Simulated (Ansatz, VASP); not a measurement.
# B2Cl in VASP and in Ansatz

```
B Cl
1.0
     0.03843    0.52750    3.25963
     7.19001    0.17856    0.01876
     0.10100    4.48030    0.94622
B Cl
4 2
Cartesian
  2.3594 0.3229 -0.1200
  2.4781 5.0514 2.3703
  3.9250 4.3309 1.6775
  3.8520 0.8385 2.2440
  0.8892 -0.7347 -0.8124
  4.7815 2.6294 1.9424
```

Change from the starting cell: anti-rutile type (P4_2/mnm, No. 136); cell x1, atoms moved at random (sigma 0.1 Å) and cell strained at random (1.5 %), then relaxed without symmetry.

Alike in both runs: functional PBE; k mesh 8 × 4 × 4; occupations gaussian, width 0.1 eV; no spin polarisation.

Ansatz relaxed the structure, and its values are those at the end. VASP's run is a single point on that final structure, the one shown.

|  | VASP | Ansatz |
| --- | --- | --- |
| version | VASP 6.6.1 | Ansatz 0.2.0 |
| potentials or method | VASP PAW PBE potentials, release 64 (B, Cl), cutoff 520 eV | scalar-relativistic, plane waves, PAW |
| valence electrons in the cell | 26 | 26 |

VASP gave:

| Quantity | Value |
| --- | --- |
| gap on the k mesh at the Fermi level (eV) | 1.69 |
| least direct gap on the mesh (eV) | 1.96 |
| pressure (GPa) | -0.1 |
| rms of the force components (eV/Å) | 0.023 |

What did Ansatz give for the same quantities?

gap on the k mesh at the Fermi level (eV): 1.68; least direct gap on the mesh (eV): 1.96; pressure (GPa): 0.0; rms of the force components (eV/Å): 0.004.

The functional is the same, so the differences come from potentials, cutoffs and numerics.
